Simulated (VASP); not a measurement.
A run of VASP 6.6.1 is set up as follows.

The input INCAR:

```
SYSTEM = Pd
PREC     = Accurate       ! precision mode
ENCUT    = 520            ! plane-wave cutoff, eV
EDIFF    = 1E-6           ! SCF threshold, eV
ISMEAR   = 0              ! smearing method
SIGMA    = 0.1            ! smearing width, eV
LREAL    = .False.        ! projectors in reciprocal space
LASPH    = .True.         ! aspherical terms in the spheres
NELM     = 60             ! most SCF steps
ALGO     = Normal         ! electronic algorithm
ISIF     = 2              ! what is computed and relaxed
LWAVE    = .False.        ! write WAVECAR
LCHARG   = .True.         ! write CHGCAR
GGA      = PE             ! functional
LELF     = .True.         ! ELF
LVHAR    = .True.       
NBANDS   = 11             ! bands
```

The input KPOINTS:

```
regular mesh
0
Gamma
  18 18 18
  0 0 0
```

The input POSCAR:

```
Pd
1.0
   -1.6192607184      1.6192607184      1.6192607184
    1.6192607184     -1.6192607184      1.6192607184
    1.6192607184      1.6192607184     -1.6192607184
Pd
1
Direct
    0.0000000000      0.0000000000      0.0000000000
```

Potentials or basis: VASP PAW PBE potentials, release 64 (Pd).

The run is started by

```bash
$ cat potpaw_PBE.64/Pd/POTCAR > POTCAR
$ mpirun -np 1 vasp_std > vasp.out
```

Q: Predict the band gap on the k mesh.

A: Zero (band 5 reaches 8.05 eV, above the bottom of band 6 at 6.75 eV).

Q: What does it give for the pressure?

A: -12.2 GPa.
